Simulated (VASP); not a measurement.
# AgCl (Pmma) in VASP: notebook

Runs on AgCl. Level: PBEsol. Tasks: single point.

Everything below comes from runs of VASP 6.6.1. Logs are shortened: lines on timing, memory, paths and dates and some standing lists are left out, and cuts for length are marked.

## (1) The cell of the first run

The structure is orthorhombic, space group Pmma (No. 51). The conventional cell has a = 6.662 Å, b = 3.331 Å, c = 3.564 Å, α = 90.00°, β = 90.00°, γ = 90.00°. Within 3.6 Å of Ag (site symmetry 2/m) lie 8 Cl at 2.62 to 3.38 Å and 6 Ag at 3.33 to 3.56 Å. Cl (site symmetry mm2) has 8 Ag at 2.62 to 3.38 Å and 6 Cl at 3.33 to 3.57 Å within 3.6 Å.

## (2) Single point, PBEsol (atoms displaced along a vibrational mode, the cell strained)

Input file INCAR:

```
SYSTEM = AgCl
ALGO = Normal ; EDIFF = 1E-7
ENCUT = 520 ; GGA = PS
ISIF = 2 ; ISMEAR = 0
LASPH = .TRUE. ; LCHARG = .FALSE.
LREAL = .FALSE. ; LWAVE = .FALSE.
NBANDS = 26 ; NELM = 60
PREC = Accurate ; SIGMA = 0.05
```

Input file KPOINTS:

```
k-points
0
G
  10 10 6
  0 0 0
```

Input file POSCAR:

```
AgCl
1.0
    3.5643403428      0.0000000000      0.0000000000
    0.0000000000      3.3311591989      0.0000000000
    0.0000000000      0.0000000000      6.6623183978
Ag Cl
2 2
Direct
    0.0000000000      0.0000000000      0.0000000000
    0.0000000000      0.0000000000      0.5000000000
    0.3213834991      0.5000000000      0.2500000000
    0.6786165009      0.5000000000      0.7500000000
```

Potentials or basis: VASP PAW PBE potentials, release 64 (Ag, Cl).

Run with:

```sh
cat potpaw_PBE.64/Ag/POTCAR potpaw_PBE.64/Cl/POTCAR > POTCAR
mpirun -np 1 vasp_std > vasp.out
```

OUTCAR:

```text
SYSTEM = AgCl
   EDIFF = 1E-7
   ENCUT = 520
   GGA = PS
   ISIF = 2
   ISMEAR = 0
   LASPH = .TRUE.
   LREAL = .FALSE.
   NELM = 60
   PREC = Accurate

 ion  position               nearest neighbor table
   1  0.000  0.000  0.000-   3 2.62   4 2.62   3 2.62   4 2.62   2 3.33   2 3.33
   2  0.000  0.000  0.500-   3 2.62   4 2.62   3 2.62   4 2.62   1 3.33   1 3.33
   3  0.321  0.500  0.250-   1 2.62   2 2.62   1 2.62   2 2.62
   4  0.679  0.500  0.750-   1 2.62   2 2.62   1 2.62   2 2.62

  LATTYP: Found a simple orthorhombic cell.
 ALAT       =     3.3311591989
 B/A-ratio  =     1.0700000000
 C/A-ratio  =     2.0000000000

  Lattice vectors:

 A1 = (   0.0000000000,  -3.3311591989,   0.0000000000)
 A2 = (   3.5643403428,   0.0000000000,   0.0000000000)
 A3 = (   0.0000000000,   0.0000000000,   6.6623183978)

Analysis of symmetry for initial positions (statically):
=====================================================================
 Subroutine PRICEL returns:
 Original cell was already a primitive cell.

 Routine SETGRP: Setting up the symmetry group for a
 simple orthorhombic supercell.

 Subroutine GETGRP returns: Found  8 space group operations
 (whereof  4 operations were pure point group operations)
 out of a pool of  8 trial point group operations.

The static configuration has the point symmetry C_2h.
 The point group associated with its full space group is D_2h.

Analysis of symmetry for dynamics (positions and initial velocities):
=====================================================================
 Subroutine PRICEL returns:
 Original cell was already a primitive cell.

 Routine SETGRP: Setting up the symmetry group for a
 simple orthorhombic supercell.

 Subroutine GETGRP returns: Found  8 space group operations
 (whereof  4 operations were pure point group operations)
 out of a pool of  8 trial point group operations.

The dynamic configuration has the point symmetry C_2h.
 The point group associated with its full space group is D_2h.

 Subroutine INISYM returns: Found  8 space group operations
 (whereof  4 operations are pure point group operations),
 and found     1 'primitive' translations

----------------------------------------------------------------------------------------

                                     Primitive cell

  volume of cell :      79.1043

  direct lattice vectors                    reciprocal lattice vectors
     3.564340343  0.000000000  0.000000000     0.280556822  0.000000000  0.000000000
     0.000000000  3.331159199  0.000000000     0.000000000  0.300195800  0.000000000
     0.000000000  0.000000000  6.662318398     0.000000000  0.000000000  0.150097900

  length of vectors
     3.564340343  3.331159199  6.662318398     0.280556822  0.300195800  0.150097900

  position of ions in fractional coordinates (direct lattice)
     0.000000000  0.000000000  0.000000000
     0.000000000  0.000000000  0.500000000
     0.321383499  0.500000000  0.250000000
     0.678616501  0.500000000  0.750000000

  ion indices of the primitive-cell ions
   primitive index   ion index
                 1           1
                 2           2
                 3           3
                 4           4

----------------------------------------------------------------------------------------

 KPOINTS: k-points

Automatic generation of k-mesh.
 Grid dimensions read from file:
 generate k-points for:   10   10    6

 Generating k-lattice:

  Cartesian coordinates                     Fractional coordinates (reciprocal lattice)
     0.028055682  0.000000000  0.000000000     0.100000000  0.000000000  0.000000000
     0.000000000  0.030019580  0.000000000     0.000000000  0.100000000  0.000000000
     0.000000000  0.000000000  0.025016317     0.000000000  0.000000000  0.166666667

  Length of vectors
     0.028055682  0.030019580  0.025016317

  Shift w.r.t. Gamma in fractional coordinates (k-lattice)
     0.000000000  0.000000000  0.000000000

 Subroutine IBZKPT returns following result:
 ===========================================

 Found    144 irreducible k-points:

 Following reciprocal coordinates:
            Coordinates               Weight
  0.000000  0.000000  0.000000      1.000000
  0.100000  0.000000  0.000000      2.000000
  0.200000  0.000000  0.000000      2.000000
  0.300000  0.000000  0.000000      2.000000
  0.400000  0.000000  0.000000      2.000000
  0.500000  0.000000  0.000000      1.000000
[... 16 lines left out ...]
  0.400000  0.300000  0.000000      4.000000
  0.500000  0.300000  0.000000      2.000000
 [... further k-points ...]
   k-points           NKPTS =    144   k-points in BZ     NKDIM =    144   number of bands    NBANDS=     26
   number of dos      NEDOS =    301   number of ions     NIONS =      4
   total plane-waves  NPLWV =  39200
   dimension x,y,z NGX =    28 NGY =   28 NGZ =   50
   dimension x,y,z NGXF=    56 NGYF=   56 NGZF=  100
   ions per type =               2   2
   NGX,Y,Z   is equivalent  to a cutoff of  13.06, 13.97, 12.48 a.u.
   NGXF,Y,Z  is equivalent  to a cutoff of  26.12, 27.95, 24.95 a.u.
 SYSTEM =  AgCl
   PREC   = accura    normal or accurate (medium, high low for compatibility)
   ISTART =      0    job   : 0-new  1-cont  2-samecut
   ICHARG =      2    charge: 1-file 2-atom 10-const
   ISPIN  =      1    spin polarized calculation?
   LNONCOLLINEAR =      F non collinear calculations
   LSORBIT =      F    spin-orbit coupling
   LASPH  =      T    aspherical Exc in radial PAW
   ENCUT  =  520.0 eV  38.22 Ry    6.18 a.u.   6.63  6.19 12.39*2*pi/ulx,y,z
   NELM   =     60;   NELMIN=  2; NELMDL= -5     # of ELM steps
   EDIFF  = 0.1E-06   stopping-criterion for ELM
   LREAL  =      F    real-space projection
   EDIFFG = 0.1E-05   stopping-criterion for IOM
   NSW    =      0    number of steps for IOM
   IBRION =     -1    ionic relax: 0-MD 1-quasi-New 2-CG
   NFREE  =      0    steps in history (QN), initial steepest desc. (CG)
   ISIF   =      2    stress and relaxation
   ISYM   =      2    0-nonsym 1-usesym 2-fastsym
   POTIM  = 0.5000    time-step for ionic-motion
   TEBEG  =    0.0;   TEEND  =   0.0 temperature during run
   PSTRESS=    0.0 pullay stress
   NELECT =      36.0000    total number of electrons
   NUPDOWN=      -1.0000    fix difference up-down
   EMIN   =  10.00;   EMAX   =-10.00  energy-range for DOS
   EFERMI =   0.00;   METHOD = LEGACY
   ISMEAR =     0;   SIGMA  =   0.05  broadening in eV -4-tet -1-fermi 0-gaus
   EFERMI_NEDOS =   21; number of points for ismear=-14 and -15
   IALGO  =     38    algorithm
   IMIX   =      4    mixing-type and parameters
     AMIX     =   0.40;   BMIX     =  1.00
     AMIX_MAG =   1.60;   BMIX_MAG =  1.00
  volume/ion in A,a.u.               =      19.78       133.46
  Fermi-wavevector in a.u.,A,eV,Ry     =   1.259241  2.379621 21.574610  1.585689
  Thomas-Fermi vector in A             =   2.392811
   LORBIT       =      0    0 simple, 1 ext, 2 COOP (PROOUT), +10 PAW based schemes
   GGA     = PS    functional components
   LHFCALC =     F    Hartree Fock is set to
   AEXX    =    0.0000 exact exchange contribution
   IVDW    =     0    specifies the selected vdW correction
   LEPSILON=     F    determine dielectric tensor
   LRPA    =     F    only Hartree local field effects (RPA)
 non-spin polarized calculation
 Gauss-broadening in eV      SIGMA  =   0.05
  energy-cutoff  :      520.00
  volume of cell :       79.10
 maximum number of plane-waves:      2164
 NGX is ok and might be reduce to    28
   NGX = 13   NGY = 13   NGZ = 25

 number of electron      35.9999992 magnetization

 Free energy of the ion-electron system (eV)
  ---------------------------------------------------
  ext. energy  EPLUGINS =         0.00000000
  ---------------------------------------------------
  free energy    TOTEN  =       -11.77002293 eV

  energy without entropy =      -11.77002293  energy(sigma->0) =      -11.77002293

 E-fermi :   5.1628     XC(G=0): -10.6406

 val. band max:        4.8800678636   @ k =   0.0000   0.5000   0.0000
 cond. band min:       5.4535933932   @ k =   0.0000   0.0000   0.0000
 fundamental gap:      0.5735255296
 Fermi energy:         5.1628313052

 k-point     1 :       0.0000    0.0000    0.0000
  band No.  band energies     occupation
      1     -10.9416      2.00000
      2     -10.4278      2.00000
      3      -1.4618      2.00000
      4       0.3482      2.00000
      5       0.3838      2.00000
      6       1.0766      2.00000
[... 18 lines left out ...]
     25      14.4787      0.00000
     26      14.8148      0.00000

 k-point     2 :       0.1000    0.0000    0.0000
  band No.  band energies     occupation
      1     -10.9059      2.00000
      2     -10.4150      2.00000
      3      -1.3822      2.00000
      4       0.2903      2.00000
      5       0.3896      2.00000
      6       1.0822      2.00000
[... 18 lines left out ...]
     25      14.5804      0.00000
     26      14.6415      0.00000

 k-point     3 :       0.2000    0.0000    0.0000
  band No.  band energies     occupation
      1     -10.8070      2.00000
      2     -10.3841      2.00000
      3      -1.1546      2.00000
      4       0.0494      2.00000
      5       0.3993      2.00000
      6       0.8657      2.00000
[... 18 lines left out ...]
     25      15.0752      0.00000
     26      15.1108      0.00000

 k-point     4 :       0.3000    0.0000    0.0000
  band No.  band energies     occupation
      1     -10.6689      2.00000
      2     -10.3564      2.00000
      3      -0.8150      2.00000
      4      -0.4025      2.00000
      5       0.4004      2.00000
      6       0.4837      2.00000
[... 18 lines left out ...]
     25      15.5710      0.00000
     26      15.8286      0.00000
[... 496 lines left out ...]
      1     -10.3557      2.00000
      2     -10.1187      2.00000
      3      -0.5613      2.00000
      4      -0.4754      2.00000
      5      -0.2740      2.00000
      6       0.3228      2.00000
[... 18 lines left out ...]
     25      14.1894      0.00000
     26      14.8127      0.00000

 k-point    23 :       0.4000    0.3000    0.0000
  band No.  band energies     occupation
      1     -10.2724      2.00000
      2     -10.0739      2.00000
      3      -0.4952      2.00000
      4      -0.4645      2.00000
      5      -0.3982      2.00000
      6       0.0349      2.00000
[... 18 lines left out ...]
     25      13.7083      0.00000
     26      14.5667      0.00000

 k-point    24 :       0.5000    0.3000    0.0000
  band No.  band energies     occupation
      1     -10.2385      2.00000
      2     -10.0578      2.00000
      3      -0.4702      2.00000
      4      -0.4666      2.00000
      5      -0.4620      2.00000
      6      -0.0660      2.00000
[... 18 lines left out ...]
     25      13.2264      0.00000
     26      14.4723      0.00000

 [... further k-points ...]
[... 5 lines left out ...]
  --------------------------------------------------------------------------------------
  -------------------------------------------------------------------------------------
  Total        0.1588278      1.8741312      0.4810989      0.0000000      0.0000000      0.0000000
  in kB        3.2168968     37.9586392      9.7441743      0.0000000      0.0000000      0.0000000
  external PRESSURE =      16.9732368 kB  Pullay stress =       0.0000000 kB

 VOLUME and BASIS-vectors are now :
 -----------------------------------------------------------------------------
  energy-cutoff  :      520.00
  volume of cell :       79.10
      direct lattice vectors                 reciprocal lattice vectors
     3.564340343  0.000000000  0.000000000     0.280556822  0.000000000  0.000000000
     0.000000000  3.331159199  0.000000000     0.000000000  0.300195800  0.000000000
     0.000000000  0.000000000  6.662318398     0.000000000  0.000000000  0.150097900

 POSITION                                       TOTAL-FORCE (eV/Angst)
 -----------------------------------------------------------------------------------
      0.00000      0.00000      0.00000         0.000000      0.000000      0.000000
      0.00000      0.00000      3.33116         0.000000      0.000000      0.000000
      1.14552      1.66558      1.66558         0.120636      0.000000     -0.000000
      2.41882      1.66558      4.99674        -0.120636     -0.000000      0.000000
 -----------------------------------------------------------------------------------
    total drift:                               -0.000000      0.000000     -0.000000

  FREE ENERGIE OF THE ION-ELECTRON SYSTEM (eV)
  ---------------------------------------------------
  free  energy   TOTEN  =       -11.7700229322 eV

  energy  without entropy=      -11.7700229322  energy(sigma->0) =      -11.77002293
```

Run time: 1.8 min. Hardware: 1 thread of Intel Xeon 6975P-C (Granite Rapids), shared host; peak memory 0.37 GiB.

What came out:

| Property | Result |
| --- | --- |
| Free energy | -11.7700 eV |
| Pressure | 1.7 GPa |
| Largest force | 0.121 eV/Å |
| Band gap on the k mesh | 0.57 eV (least direct gap 0.62 eV) |

Forces on the atoms (eV/Å):
```
Ag   0.000  0.000  0.000
Ag   0.000  0.000  0.000
Cl   0.121  0.000  0.000
Cl  -0.121  0.000  0.000
```

Caveat: the cell differs from its parent crystal (atoms displaced along a vibrational mode, the cell strained); semilocal functionals underestimate gaps, and a narrow one can read as zero; the PAW data sets were made with another functional, which shifts forces and pressure a little. A k mesh can miss the band edges.

## (3) Single point, PBEsol (atoms displaced along a vibrational mode, the cell strained)

Input file INCAR:

```
SYSTEM = AgCl
ALGO = Normal
EDIFF = 1E-6
ENCUT = 520
GGA = PS
ISIF = 2
ISMEAR = 0
LASPH = .TRUE.
LCHARG = .FALSE.
LREAL = .FALSE.
LWAVE = .FALSE.
NBANDS = 26
NELM = 60
PREC = Accurate
SIGMA = 0.05
```

KPOINTS is that of step 2.

POSCAR, as its differences from that of step 2:

```diff
@@ -10,3 +10,3 @@
     0.0000000000      0.0000000000      0.5000000000
-    0.3213834991      0.5000000000      0.2500000000
-    0.6786165009      0.5000000000      0.7500000000
+    0.3809123262      0.5000000000      0.2500000000
+    0.6190876738      0.5000000000      0.7500000000
```

Potentials or basis: VASP PAW PBE potentials, release 64 (Ag, Cl).

Run with:

```sh
cat potpaw_PBE.64/Ag/POTCAR potpaw_PBE.64/Cl/POTCAR > POTCAR
mpirun -np 1 vasp_std > vasp.out
```

Run time: 1.8 min. Hardware: 1 thread of Intel Xeon 6975P-C (Granite Rapids), shared host; peak memory 0.37 GiB.

It converged, with:

```yaml
Free_energy: -11.7406 eV
Pressure: -1.4 GPa
Largest_force: 0.229 eV/Å
Band_gap_on_the_k_mesh: 0.60 eV (least direct gap 0.64 eV)
```

Forces in eV/Å, atoms in the order of the input:
```
Ag   0.000  0.000  0.000
Ag   0.000  0.000  0.000
Cl  -0.229  0.000  0.000
Cl   0.229  0.000  0.000
```

Stress tensor (GPa, compression positive):
```
-2.17  0.00  0.00
 0.00 -0.11  0.00
 0.00  0.00 -1.93
```

Levels at points of the mesh, in eV from the valence-band top:
```csv
k point,band 15,band 16,band 17,band 18,band 19,band 20,band 21,band 22
"(0.00, 0.00, 0.00)",-1.97,-1.70,-0.95,-0.04,0.60,3.99,5.57,8.08
"(0.50, 0.00, 0.00)",-1.93,-1.47,-0.81,-0.04,3.35,4.64,4.85,7.27
"(0.00, 0.50, 0.00)",-1.83,-1.67,-0.31,0.00,2.62,4.45,5.48,7.94
"(0.50, 0.50, 0.00)",-1.82,-0.77,-0.42,-0.30,2.80,3.81,4.42,5.17
"(0.00, 0.00, 0.50)",-1.27,-1.27,-0.75,-0.75,2.36,2.36,7.30,7.30
"(0.50, 0.00, 0.50)",-1.71,-1.71,-0.57,-0.57,3.32,3.32,6.64,6.64
"(0.00, 0.50, 0.50)",-1.76,-1.76,-0.64,-0.64,3.83,3.83,6.36,6.36
"(0.50, 0.50, 0.50)",-1.57,-1.57,-0.36,-0.36,2.66,2.66,6.12,6.12
```

Caveat: the cell differs from its parent crystal (atoms displaced along a vibrational mode, the cell strained); semilocal functionals underestimate gaps, and a narrow one can read as zero; the PAW data sets were made with another functional, which shifts forces and pressure a little. A k mesh can miss the band edges.
